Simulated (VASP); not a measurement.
# CO2 (I-42d) in VASP: notebook, part 2 of 2

VASP 6.6.1.

## Step 4: Single point, LDA

The input, INCAR:

```
PREC = Accurate
ENCUT = 520
EDIFF = 1E-6
ISMEAR = -1
SIGMA = 0.05
LREAL = F
LASPH = T
NELM = 80
ALGO = Normal
ISIF = 2
LWAVE = F
LCHARG = F
GGA = CA
NBANDS = 25
```

The input, KPOINTS:

```
regular mesh
0
Gamma
  9 9 9
```

The input, POSCAR:

```
CO2
1.0
   -1.9747270000      1.9747270000      3.0140580000
    1.9747270000     -1.9747270000      3.0140580000
    1.9747270000      1.9747270000     -3.0140580000
O C
4 2
Direct
    0.8750000000      0.9597980000      0.5847980000
    0.3750000000      0.2902020000      0.4152020000
    0.0402020000      0.6250000000      0.9152020000
    0.7097980000      0.1250000000      0.0847980000
    0.0000000000      0.0000000000      0.0000000000
    0.7500000000      0.2500000000      0.5000000000
```

Potentials or basis: VASP PAW LDA potentials, release 64 (O, C).

Run with:

```sh
> cat potpaw_LDA.64/O/POTCAR potpaw_LDA.64/C/POTCAR > POTCAR
> mpirun -np 1 vasp_std > vasp.out
```

OUTCAR:

```text
PREC = Accurate
   ENCUT = 520
   EDIFF = 1E-6
   ISMEAR = -1
   LREAL = F
   LASPH = T
   NELM = 80
   ISIF = 2
   GGA = CA

 ion  position               nearest neighbor table
   1  0.875  0.960  0.585-   5 1.40   6 1.40
   2  0.375  0.290  0.415-   5 1.40   6 1.40
   3  0.040  0.625  0.915-   6 1.40   5 1.40
   4  0.710  0.125  0.085-   5 1.40   6 1.40
   5  0.000  0.000  0.000-   1 1.40   2 1.40   4 1.40   3 1.40
   6  0.750  0.250  0.500-   1 1.40   3 1.40   4 1.40   2 1.40

  LATTYP: Found a body centered tetragonal cell.
 ALAT       =     3.9494540000
 C/A-ratio  =     1.5263162959

  Lattice vectors:

 A1 = (  -1.9747270000,   1.9747270000,   3.0140580000)
 A2 = (   1.9747270000,  -1.9747270000,   3.0140580000)
 A3 = (   1.9747270000,   1.9747270000,  -3.0140580000)

Analysis of symmetry for initial positions (statically):
=====================================================================
 Subroutine PRICEL returns:
 Original cell was already a primitive cell.

 Routine SETGRP: Setting up the symmetry group for a
 body centered tetragonal supercell.

 Subroutine GETGRP returns: Found  8 space group operations
 (whereof  4 operations were pure point group operations)
 out of a pool of 16 trial point group operations.

The static configuration has the point symmetry S_4 .
 The point group associated with its full space group is D_2d.

Analysis of symmetry for dynamics (positions and initial velocities):
=====================================================================
 Subroutine PRICEL returns:
 Original cell was already a primitive cell.

 Routine SETGRP: Setting up the symmetry group for a
 body centered tetragonal supercell.

 Subroutine GETGRP returns: Found  8 space group operations
 (whereof  4 operations were pure point group operations)
 out of a pool of 16 trial point group operations.

The dynamic configuration has the point symmetry S_4 .
 The point group associated with its full space group is D_2d.

 Subroutine INISYM returns: Found  8 space group operations
 (whereof  4 operations are pure point group operations),
 and found     1 'primitive' translations

----------------------------------------------------------------------------------------

                                     Primitive cell

  volume of cell :      47.0138

  direct lattice vectors                    reciprocal lattice vectors
    -1.974727000  1.974727000  3.014058000     0.000000000  0.253199556  0.165889309
     1.974727000 -1.974727000  3.014058000     0.253199556  0.000000000  0.165889309
     1.974727000  1.974727000 -3.014058000     0.253199556  0.253199556  0.000000000

  length of vectors
     4.108970562  4.108970562  4.108970562     0.302703284  0.302703284  0.358078246

  position of ions in fractional coordinates (direct lattice)
     0.875000000  0.959798000  0.584798000
     0.375000000  0.290202000  0.415202000
     0.040202000  0.625000000  0.915202000
     0.709798000  0.125000000  0.084798000
     0.000000000  0.000000000  0.000000000
     0.750000000  0.250000000  0.500000000

  ion indices of the primitive-cell ions
   primitive index   ion index
                 1           1
[... 20 lines left out ...]

  Length of vectors
     0.033633698  0.033633698  0.039786472

  Shift w.r.t. Gamma in fractional coordinates (k-lattice)
     0.000000000  0.000000000  0.000000000

 Subroutine IBZKPT returns following result:
 ===========================================

 Found     75 irreducible k-points:

 Following reciprocal coordinates:
            Coordinates               Weight
  0.000000  0.000000  0.000000      1.000000
  0.111111 -0.000000  0.000000      8.000000
  0.222222 -0.000000  0.000000      8.000000
  0.333333 -0.000000  0.000000      8.000000
  0.444444 -0.000000  0.000000      8.000000
  0.111111  0.111111  0.000000      8.000000
[... 16 lines left out ...]
 -0.333333  0.333333  0.000000      4.000000
  0.444444  0.444444  0.000000      8.000000
 [... further k-points ...]
   k-points           NKPTS =     75   k-points in BZ     NKDIM =     75   number of bands    NBANDS=     25
   number of dos      NEDOS =    301   number of ions     NIONS =      6
   total plane-waves  NPLWV =  32768
   dimension x,y,z NGX =    32 NGY =   32 NGZ =   32
   dimension x,y,z NGXF=    64 NGYF=   64 NGZF=   64
   ions per type =               4   2
   NGX,Y,Z   is equivalent  to a cutoff of  12.95, 12.95, 12.95 a.u.
   NGXF,Y,Z  is equivalent  to a cutoff of  25.89, 25.89, 25.89 a.u.
 SYSTEM =  unknown system
   PREC   = accura    normal or accurate (medium, high low for compatibility)
   ISTART =      0    job   : 0-new  1-cont  2-samecut
   ICHARG =      2    charge: 1-file 2-atom 10-const
   ISPIN  =      1    spin polarized calculation?
   LNONCOLLINEAR =      F non collinear calculations
   LSORBIT =      F    spin-orbit coupling
   LASPH  =      T    aspherical Exc in radial PAW
   ENCUT  =  520.0 eV  38.22 Ry    6.18 a.u.   7.64  7.64  7.64*2*pi/ulx,y,z
   NELM   =     80;   NELMIN=  2; NELMDL= -5     # of ELM steps
   EDIFF  = 0.1E-05   stopping-criterion for ELM
   LREAL  =      F    real-space projection
   EDIFFG = 0.1E-04   stopping-criterion for IOM
   NSW    =      0    number of steps for IOM
   IBRION =     -1    ionic relax: 0-MD 1-quasi-New 2-CG
   NFREE  =      0    steps in history (QN), initial steepest desc. (CG)
   ISIF   =      2    stress and relaxation
   ISYM   =      2    0-nonsym 1-usesym 2-fastsym
   POTIM  = 0.5000    time-step for ionic-motion
   TEBEG  =    0.0;   TEEND  =   0.0 temperature during run
   PSTRESS=    0.0 pullay stress
   NELECT =      32.0000    total number of electrons
   NUPDOWN=      -1.0000    fix difference up-down
   EMIN   =  10.00;   EMAX   =-10.00  energy-range for DOS
   EFERMI =   0.00;   METHOD = LEGACY
   ISMEAR =    -1;   SIGMA  =   0.05  broadening in eV -4-tet -1-fermi 0-gaus
   EFERMI_NEDOS =   21; number of points for ismear=-14 and -15
   IALGO  =     38    algorithm
   IMIX   =      4    mixing-type and parameters
     AMIX     =   0.40;   BMIX     =  1.00
     AMIX_MAG =   1.60;   BMIX_MAG =  1.00
  volume/ion in A,a.u.               =       7.84        52.88
  Fermi-wavevector in a.u.,A,eV,Ry     =   1.440068  2.721333 28.215694  2.073795
  Thomas-Fermi vector in A             =   2.558853
   LORBIT       =      0    0 simple, 1 ext, 2 COOP (PROOUT), +10 PAW based schemes
   GGA     = CA    functional components
   LHFCALC =     F    Hartree Fock is set to
   AEXX    =    0.0000 exact exchange contribution
   IVDW    =     0    specifies the selected vdW correction
   LEPSILON=     F    determine dielectric tensor
   LRPA    =     F    only Hartree local field effects (RPA)
 non-spin polarized calculation
  energy-cutoff  :      520.00
  volume of cell :       47.01
 maximum number of plane-waves:      1307
   NGX = 15   NGY = 15   NGZ = 15

 number of electron      32.0000003 magnetization

 Free energy of the ion-electron system (eV)
  ---------------------------------------------------
  ext. energy  EPLUGINS =         0.00000000
  ---------------------------------------------------
  free energy    TOTEN  =       -49.02554193 eV

  energy without entropy =      -49.02554193  energy(sigma->0) =      -49.02554193

 E-fermi :   3.0273     XC(G=0): -11.6893

 val. band max:        1.9286177095   @ k =  -0.4444   0.4444   0.4444
 cond. band min:       9.3285048384   @ k =   0.0000   0.0000   0.0000
 fundamental gap:      7.3998871290
 Fermi energy:         3.0273046244

 k-point     1 :       0.0000    0.0000    0.0000
  band No.  band energies     occupation
      1     -21.8321      2.00000
      2     -16.7004      2.00000
      3     -16.7004      2.00000
      4     -16.0846      2.00000
      5     -12.5551      2.00000
      6      -7.7591      2.00000
[... 661 lines left out ...]
     24      16.2540      0.00000
     25      16.5699      0.00000

 [... further k-points ...]
[... 5 lines left out ...]
  --------------------------------------------------------------------------------------
  -------------------------------------------------------------------------------------
  Total       -3.3691703     -3.3691703     -3.6665886      0.0000000      0.0000000      0.0000000
  in kB     -114.8174314   -114.8174314   -124.9531020      0.0000000      0.0000000      0.0000000
  external PRESSURE =    -118.1959883 kB  Pullay stress =       0.0000000 kB

 VOLUME and BASIS-vectors are now :
 -----------------------------------------------------------------------------
  energy-cutoff  :      520.00
  volume of cell :       47.01
      direct lattice vectors                 reciprocal lattice vectors
    -1.974727000  1.974727000  3.014058000     0.000000000  0.253199556  0.165889309
     1.974727000 -1.974727000  3.014058000     0.253199556  0.000000000  0.165889309
     1.974727000  1.974727000 -3.014058000     0.253199556  0.253199556  0.000000000

 POSITION                                       TOTAL-FORCE (eV/Angst)
 -----------------------------------------------------------------------------------
      1.32227      0.98736      3.76757         0.419632     -0.000000      0.000000
      0.65246      0.98736      0.75351        -0.419632     -0.000000      0.000000
      2.96209      0.65246     -0.75351         0.000000     -0.419632      0.000000
     -0.98736      1.32227      2.26054         0.000000      0.419632      0.000000
      0.00000      0.00000      0.00000         0.000000     -0.000000      0.000000
     -0.00000      1.97473      1.50703         0.000000     -0.000000     -0.000000
 -----------------------------------------------------------------------------------
    total drift:                                0.000001      0.000001      0.000001

  FREE ENERGIE OF THE ION-ELECTRON SYSTEM (eV)
  ---------------------------------------------------
  free  energy   TOTEN  =       -49.0255419255 eV

  energy  without entropy=      -49.0255419254  energy(sigma->0) =      -49.02554193
```

OSZICAR:

```text
N       E                     dE             d eps       ncg     rms          rms(c)
DAV:   1     0.144976231566E+03    0.14498E+03   -0.18440E+04  3750   0.127E+03
DAV:   2    -0.444759282650E+02   -0.18945E+03   -0.18271E+03  4774   0.294E+02
DAV:   3    -0.521238176246E+02   -0.76479E+01   -0.75985E+01  4992   0.573E+01
DAV:   4    -0.521905948827E+02   -0.66777E-01   -0.66719E-01  4443   0.610E+00
DAV:   5    -0.521912696508E+02   -0.67477E-03   -0.67446E-03  4955   0.586E-01    0.128E+01
DAV:   6    -0.491645476632E+02    0.30267E+01   -0.62358E+00  4711   0.201E+01    0.504E+00
DAV:   7    -0.490810730290E+02    0.83475E-01   -0.67194E-01  4684   0.562E+00    0.280E+00
DAV:   8    -0.490303972346E+02    0.50676E-01   -0.81879E-02  4587   0.249E+00    0.534E-01
DAV:   9    -0.490257881710E+02    0.46091E-02   -0.16683E-02  4805   0.109E+00    0.197E-01
DAV:  10    -0.490255936505E+02    0.19452E-03   -0.21390E-03  5035   0.336E-01    0.646E-02
DAV:  11    -0.490255419014E+02    0.51749E-04   -0.15740E-04  4504   0.969E-02    0.201E-02
DAV:  12    -0.490255420041E+02   -0.10272E-06   -0.16580E-05  4989   0.287E-02    0.431E-03
DAV:  13    -0.490255419255E+02    0.78644E-07   -0.18295E-06  3149   0.978E-03
   1 F= -.49025542E+02 E0= -.49025542E+02  d E =-.326542E-10
```

Wall time 68 s (1 thread of Intel Xeon 8259CL, shared host); peak memory 0.19 GiB.

What came out:

* Free energy: -49.0255 eV
* Pressure: -11.8 GPa
* Largest force: 0.420 eV/Å
* Band gap on the k mesh: 7.40 eV (least direct gap 7.89 eV)

Forces on the atoms (eV/Å):
```
O    0.420  0.000  0.000
O   -0.420  0.000  0.000
O    0.000 -0.420  0.000
O    0.000  0.420  0.000
C    0.000  0.000  0.000
C    0.000  0.000  0.000
```

Caveat: the cell stands under tension.

## Step 5: Overview

| task | level | potentials or basis | cell | cutoff (eV) | gap on the mesh (eV) | pressure (GPa) | relaxed volume (Å³/atom) | largest force (eV/Å) |
| --- | --- | --- | --- | --- | --- | --- | --- | --- |
| relaxation of cell and atoms | PBE+D4 | VASP PAW PBE potentials, release 64 (O, C) | relaxed | 600 | 7.66 | 0.0 | 7.72 | 0.01 |
| relaxation of cell and atoms | PBEsol+D3(BJ) | VASP PAW PBE potentials, release 64 (O, C) | relaxed | 600 | 7.59 | 0.0 | 7.53 | - |
| single point | LDA | VASP PAW LDA potentials, release 64 (O, C) | as given | 520 | 7.40 | -11.8 | - | 0.42 |

Alike in all rows: no spin polarisation; k mesh 9 × 9 × 9; smearing fermi-dirac 0.05 eV.

Caveats: the PAW data sets were made with another functional, which shifts forces and pressure a little (at least some runs); the cell stands under tension (at least some runs).

Total energies depend on the potentials used, so only differences within one code and one set of settings carry meaning.
